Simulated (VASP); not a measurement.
Au, 2 atoms in the cell. The typed cell holds 2 atoms: a = 2.837 Å, b = 2.837 Å, c = 4.762 Å, α = 90.00°, β = 90.00°, γ = 120.01°. 

- Program: VASP 6.6.1
- Task: vibrations by perturbation theory
- Functional: LDA
- Potentials or basis: VASP PAW LDA potentials, release 64 (Au)
- Cutoff: 500 eV
- k mesh: 6 × 6 × 3
- Occupations: fermi-dirac, width 0.15 eV
- Spin: no spin polarisation
- Dipole correction: no
- Further INCAR settings: ALGO = Normal; EDIFF = 1e-08; NBANDS = 18; IBRION = 8; NSW = 1

Potentials or basis: VASP PAW LDA potentials, release 64 (Au).

Run with:

```console
$ cat potpaw_LDA.64/Au/POTCAR > POTCAR
$ mpirun -np 1 vasp_std > vasp.out
```

Hardware: 1 thread of AMD EPYC 9R14 (Zen 4) (shared host).

Question: Estimate the wall time of this run.

Answer: It took 72 s on 1 thread of AMD EPYC 9R14 (Zen 4), with other jobs on the host, peak memory 0.16 GiB. Counts: scf iterations 47, k points 26.
